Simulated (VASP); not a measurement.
# SiC (P6_3mc) in VASP: elastic constants with PBE

Aim: the elastic constants of SiC with PBE.

Program: VASP 6.6.1. These are calculated values, not measurements. Logs are shortened: lines on timing, memory, paths and dates and some standing lists are left out, and cuts for length are marked.

### Step 1. The cell of the first run

It takes space group P6_3mc (No. 186, hexagonal). The conventional cell has a = 3.069 Å, b = 3.069 Å, c = 5.036 Å, α = 90.00°, β = 90.00°, γ = 120.00°. Si (site symmetry 3m) has 4 C at 1.88 to 1.89 Å within 2.5 Å. Within 2.5 Å of C (site symmetry 3m) lie 4 Si at 1.88 to 1.89 Å.

### Step 2. Elastic constants, PBE

Input file INCAR:

```
PREC = Accurate
ENCUT = 600
EDIFF = 1E-8
ISMEAR = 0
SIGMA = 0.01
LREAL = F
LASPH = T
NELM = 100
ALGO = Normal
ISIF = 3
LWAVE = F
LCHARG = F
GGA = PE
NBANDS = 16
IBRION = 6
NFREE = 2
POTIM = 0.015
NSW = 1
```

Input file KPOINTS:

```
regular mesh
0
Gamma
  12 12 6
```

Input file POSCAR:

```
SiC
1.0
    3.0690866493      0.0000000000      0.0000000000
   -1.5345433246      2.6579070047      0.0000000000
    0.0000000000      0.0000000000      5.0359165340
Si C
2 2
Direct
    0.3333333333      0.6666666667      0.0045966520
    0.6666666667      0.3333333333      0.5045966520
    0.3333333333      0.6666666667      0.3804033480
    0.6666666667      0.3333333333      0.8804033480
```

Potentials or basis: VASP PAW PBE potentials, release 64 (Si, C).

Started as:

```bash
> cat potpaw_PBE.64/Si/POTCAR potpaw_PBE.64/C/POTCAR > POTCAR
> mpirun -np 1 vasp_std > vasp.out
```

OUTCAR:

```text
PREC = Accurate
   ENCUT = 600
   EDIFF = 1E-8
   ISMEAR = 0
   LREAL = F
   LASPH = T
   NELM = 100
   ISIF = 3
   GGA = PE
   IBRION = 6
   NFREE = 2
   POTIM = 0.015
   NSW = 1

 ion  position               nearest neighbor table
   1  0.333  0.667  0.005-   4 1.88   4 1.88   4 1.88   3 1.89   2 3.08   2 3.08   2 3.08   2 3.08
                             2 3.08   2 3.08
   2  0.667  0.333  0.505-   3 1.88   3 1.88   3 1.88   4 1.89   1 3.08   1 3.08   1 3.08   1 3.08
                             1 3.08   1 3.08
   3  0.333  0.667  0.380-   2 1.88   2 1.88   2 1.88   1 1.89
   4  0.667  0.333  0.880-   1 1.88   1 1.88   1 1.88   2 1.89

  LATTYP: Found a hexagonal cell.
 ALAT       =     3.0690866493
 C/A-ratio  =     1.6408518590

  Lattice vectors:

 A1 = (   3.0690866493,   0.0000000000,   0.0000000000)
 A2 = (  -1.5345433246,   2.6579070047,   0.0000000000)
 A3 = (   0.0000000000,   0.0000000000,   5.0359165340)

Analysis of symmetry for initial positions (statically):
=====================================================================
 Subroutine PRICEL returns:
 Original cell was already a primitive cell.

 Routine SETGRP: Setting up the symmetry group for a
 hexagonal supercell.

 Subroutine GETGRP returns: Found 12 space group operations
 (whereof  6 operations were pure point group operations)
 out of a pool of 24 trial point group operations.

The static configuration has the point symmetry C_3v.
 The point group associated with its full space group is C_6v.

Analysis of symmetry for dynamics (positions and initial velocities):
=====================================================================
 Subroutine PRICEL returns:
 Original cell was already a primitive cell.

 Routine SETGRP: Setting up the symmetry group for a
 hexagonal supercell.

 Subroutine GETGRP returns: Found 12 space group operations
 (whereof  6 operations were pure point group operations)
 out of a pool of 24 trial point group operations.

The dynamic configuration has the point symmetry C_3v.
 The point group associated with its full space group is C_6v.

 Subroutine INISYM returns: Found 12 space group operations
 (whereof  6 operations are pure point group operations),
 and found     1 'primitive' translations

----------------------------------------------------------------------------------------

                                     Primitive cell

  volume of cell :      41.0797

  direct lattice vectors                    reciprocal lattice vectors
     3.069086649  0.000000000  0.000000000     0.325829836  0.188117944  0.000000000
    -1.534543325  2.657907005  0.000000000     0.000000000  0.376235887  0.000000000
     0.000000000  0.000000000  5.035916534     0.000000000  0.000000000  0.198573585

  length of vectors
     3.069086649  3.069086649  5.035916534     0.376235887  0.376235887  0.198573585

  position of ions in fractional coordinates (direct lattice)
     0.333333333  0.666666667  0.004596652
     0.666666667  0.333333333  0.504596652
     0.333333333  0.666666667  0.380403348
     0.666666667  0.333333333  0.880403348

  ion indices of the primitive-cell ions
   primitive index   ion index
                 1           1
                 2           2
                 3           3
                 4           4

----------------------------------------------------------------------------------------

 KPOINTS: regular mesh

Automatic generation of k-mesh.
 Grid dimensions read from file:
 generate k-points for:   12   12    6

 Generating k-lattice:

  Cartesian coordinates                     Fractional coordinates (reciprocal lattice)
     0.027152486  0.015676495  0.000000000     0.083333333 -0.000000000  0.000000000
     0.000000000  0.031352991  0.000000000     0.000000000  0.083333333  0.000000000
     0.000000000  0.000000000  0.033095598     0.000000000  0.000000000  0.166666667

  Length of vectors
     0.031352991  0.031352991  0.033095598

  Shift w.r.t. Gamma in fractional coordinates (k-lattice)
     0.000000000  0.000000000  0.000000000

 Subroutine IBZKPT returns following result:
 ===========================================
[... 68 lines left out ...]
     AMIX_MAG =   1.60;   BMIX_MAG =  1.00
  volume/ion in A,a.u.               =      10.27        69.30
  Fermi-wavevector in a.u.,A,eV,Ry     =   1.195563  2.259286 19.447760  1.429370
  Thomas-Fermi vector in A             =   2.331525
   LORBIT       =      0    0 simple, 1 ext, 2 COOP (PROOUT), +10 PAW based schemes
   GGA     = PE    functional components
   LHFCALC =     F    Hartree Fock is set to
   AEXX    =    0.0000 exact exchange contribution
   IVDW    =     0    specifies the selected vdW correction
   LEPSILON=     F    determine dielectric tensor
   LRPA    =     F    only Hartree local field effects (RPA)
 finite differences with symmetry
 non-spin polarized calculation
 Gauss-broadening in eV      SIGMA  =   0.01
  energy-cutoff  :      600.00
  volume of cell :       41.08
 maximum number of plane-waves:      1398
 NGX is ok and might be reduce to    28
   NGX = 13   NGY = 13   NGZ = 21

--------------------------------------- Ionic step        1  -------------------------------------------

 number of electron      16.0000000 magnetization

 Free energy of the ion-electron system (eV)
  ---------------------------------------------------
  ext. energy  EPLUGINS =         0.00000000
  ---------------------------------------------------
  free energy    TOTEN  =       -30.09892494 eV

  energy without entropy =      -30.09892494  energy(sigma->0) =      -30.09892494

------------------------ aborting loop because EDIFF is reached ----------------------------------------

  FORCE on cell =-STRESS in cart. coord.  units (eV):
  Direction    XX          YY          ZZ          XY          YZ          ZX
  --------------------------------------------------------------------------------------
  -------------------------------------------------------------------------------------
  Total        1.2313088      1.2313088      1.2326235      0.0000000      0.0000000     -0.0000000
  in kB       48.0230927     48.0230927     48.0743655      0.0000000      0.0000000     -0.0000000
  external PRESSURE =      48.0401837 kB  Pullay stress =       0.0000000 kB
[... 95 lines left out ...]
  FREE ENERGIE OF THE ION-ELECTRON SYSTEM (eV)
  ---------------------------------------------------
  free  energy   TOTEN  =       -30.0634847043 eV

  energy  without entropy=      -30.0634847043  energy(sigma->0) =      -30.06348470

[... ionic steps 4 to 18 ...]

--------------------------------------- Ionic step       19  -------------------------------------------

 number of electron      15.9999999 magnetization

------------------------ aborting loop because EDIFF is reached ----------------------------------------
[... 71 lines left out ...]
--------------------------------------- Ionic step       21  -------------------------------------------

 number of electron      16.0000000 magnetization

 Free energy of the ion-electron system (eV)
  ---------------------------------------------------
  ext. energy  EPLUGINS =         0.00000000
  ---------------------------------------------------
  free energy    TOTEN  =       -30.09610565 eV

  energy without entropy =      -30.09610565  energy(sigma->0) =      -30.09610565

 E-fermi :   8.4499     XC(G=0): -11.3806

 val. band max:        8.3579464546   @ k =   0.0000   0.0000   0.0000
 cond. band min:      10.5679905445   @ k =   0.3333   0.3333   0.0000
 fundamental gap:      2.2100440899
 Fermi energy:         8.4499200349

 k-point     1 :       0.0000    0.0000    0.0000
  band No.  band energies     occupation
      1      -7.2863      2.00000
      2      -3.6815      2.00000
      3      -0.4251      2.00000
      4       7.0301      2.00000
      5       7.0301      2.00000
      6       8.1825      2.00000
[... 433 lines left out ...]
      3       0.9808      2.00000
      4       2.6642      2.00000
      5       3.5656      2.00000
      6       5.4883      2.00000
[... 8 lines left out ...]
     15      19.6941      0.00000
     16      20.4606      0.00000

 [... further k-points ...]

------------------------ aborting loop because EDIFF is reached ----------------------------------------

  FORCE on cell =-STRESS in cart. coord.  units (eV):
  Direction    XX          YY          ZZ          XY          YZ          ZX
  --------------------------------------------------------------------------------------
  -------------------------------------------------------------------------------------
  Total        1.1523927      1.1523927      1.3949837      0.0000000      0.0000000     -0.0000000
  in kB       44.9452320     44.9452320     54.4066852      0.0000000      0.0000000     -0.0000000
  external PRESSURE =      48.0990498 kB  Pullay stress =       0.0000000 kB
[... 19 lines left out ...]
  FREE ENERGIE OF THE ION-ELECTRON SYSTEM (eV)
  ---------------------------------------------------
  free  energy   TOTEN  =       -30.0961056475 eV

  energy  without entropy=      -30.0961056475  energy(sigma->0) =      -30.09610565

 INTERNAL STRAIN TENSORS FROM STRAINED CELLS
 ============================================

 INTERNAL STRAIN TENSOR FOR ION    1 for displacements in x,y,z  (eV/Angst):
          X           Y           Z          XY          YZ          ZX
  --------------------------------------------------------------------------------
  x    -0.00000     0.00000    -0.00000    -8.18474    -0.00000    -6.08979
  y    -8.21463     8.24720     0.00000    -0.00003    -6.08370    -0.00001
  z    -5.34068    -5.34958    10.24269    -0.00010    -0.00335    -0.00002

 INTERNAL STRAIN TENSORS FROM DISPLACED ATOMS
 ============================================

 INTERNAL STRAIN TENSOR FOR ION    1 for displacements in x,y,z  (eV/Angst):
          X           Y           Z          XY          YZ          ZX
  --------------------------------------------------------------------------------
  x    -0.00000     0.00000     0.00000    -8.20185    -0.00000    -6.09047
  y    -8.20185     8.20185     0.00000     0.00000    -6.09047    -0.00000
  z    -5.32621    -5.32621    10.18074    -0.00000     0.00000     0.00000

 INTERNAL STRAIN TENSOR FOR ION    4 for displacements in x,y,z  (eV/Angst):
          X           Y           Z          XY          YZ          ZX
  --------------------------------------------------------------------------------
  x     0.00000    -0.00000    -0.00000     9.94784     0.00000     6.09138
  y     9.94784    -9.94784     0.00000    -0.00000     6.09138     0.00000
  z     5.32759     5.32759   -10.18228     0.00000    -0.00000     0.00000

 Eigenvectors and eigenvalues of the dynamical matrix
 ----------------------------------------------------

   1 f  =   25.077904 THz   157.569121 2PiTHz  836.508852 cm-1   103.713833 meV
             X         Y         Z           dx          dy          dz
     -0.000000  1.771938  0.023148     0.000000    0.000000   -0.000332
      1.534543  0.885969  2.541107     0.000000    0.000000    0.000332
     -0.000000  1.771938  1.915680    -0.000000   -0.000000   -0.707107
      1.534543  0.885969  4.433638    -0.000000   -0.000000    0.707107
[... 71 lines left out ...]
  12 f/i=    0.000359 THz     0.002258 2PiTHz    0.011985 cm-1     0.001486 meV
             X         Y         Z           dx          dy          dz
     -0.000000  1.771938  0.023148     0.000000   -0.000000    0.591790
      1.534543  0.885969  2.541107     0.000000   -0.000000    0.591790
     -0.000000  1.771938  1.915680     0.000000   -0.000000    0.387021
      1.534543  0.885969  4.433638     0.000000   -0.000000    0.387021

--------------------------------------------------------------------------------------------------------

 ELASTIC MODULI CONTR FROM IONIC RELAXATION (kBar)
 Direction    XX          YY          ZZ          XY          YZ          ZX
 --------------------------------------------------------------------------------
 XX        -512.7818    270.8135    231.2418     -0.0000      0.0000     -0.0000
 YY         270.8135   -512.7818    231.2418     -0.0000     -0.0000      0.0000
 ZZ         231.2418    231.2418   -441.9815      0.0000      0.0000     -0.0000
 XY          -0.0000     -0.0000      0.0000   -391.7977     -0.0000      0.0000
 YZ           0.0000     -0.0000      0.0000     -0.0000   -146.8829     -0.0000
 ZX          -0.0000      0.0000     -0.0000     -0.0000     -0.0000   -146.8829
 --------------------------------------------------------------------------------

 TOTAL ELASTIC MODULI (kBar)
 Direction    XX          YY          ZZ          XY          YZ          ZX
 --------------------------------------------------------------------------------
 XX        5144.6578   1132.1132    572.1561      0.0000      0.0000     -0.0000
 YY        1132.1132   5144.6578    572.1561      0.0000     -0.0000      0.0000
 ZZ         572.1561    572.1561   5573.4294      0.0000      0.0000     -0.0000
 XY           0.0000      0.0000      0.0000   2006.2723     -0.0000      0.0000
 YZ           0.0000     -0.0000      0.0000     -0.0000   1533.5465      0.0000
 ZX          -0.0000      0.0000     -0.0000     -0.0000      0.0000   1533.5465
 --------------------------------------------------------------------------------
```

Run time: 54 min. Hardware: 1 thread of Intel Xeon 8259CL, shared host; peak memory 0.58 GiB.

What came out:

| Property | Result |
| --- | --- |
| Voigt bulk modulus | 227 GPa |
| Highest phonon frequency at Γ, LO-TO splitting left out | 837 cm⁻¹ |

Phonon frequencies in cm⁻¹ (negative: imaginary):
```tsv
q point	frequencies
(0.000, 0.000, 0.000)	0 0 0 256 256 596 765 765 769 798 798 837
```

Elastic tensor in Voigt notation (GPa, in the Cartesian axes of the cell as first typed):
```
514 113  57   0   0   0
113 514  57   0   0   0
 57  57 557   0   0   0
  0   0   0 153   0   0
  0   0   0   0 153   0
  0   0   0   0   0 201
```

Clamped-ion elastic tensor (GPa):
```
566  86  34   0   0   0
 86 566  34   0   0   0
 34  34 602   0   0   0
  0   0   0 168   0   0
  0   0   0   0 168   0
  0   0   0   0   0 240
```

Caveat: the cell is under stress, which shifts elastic constants.
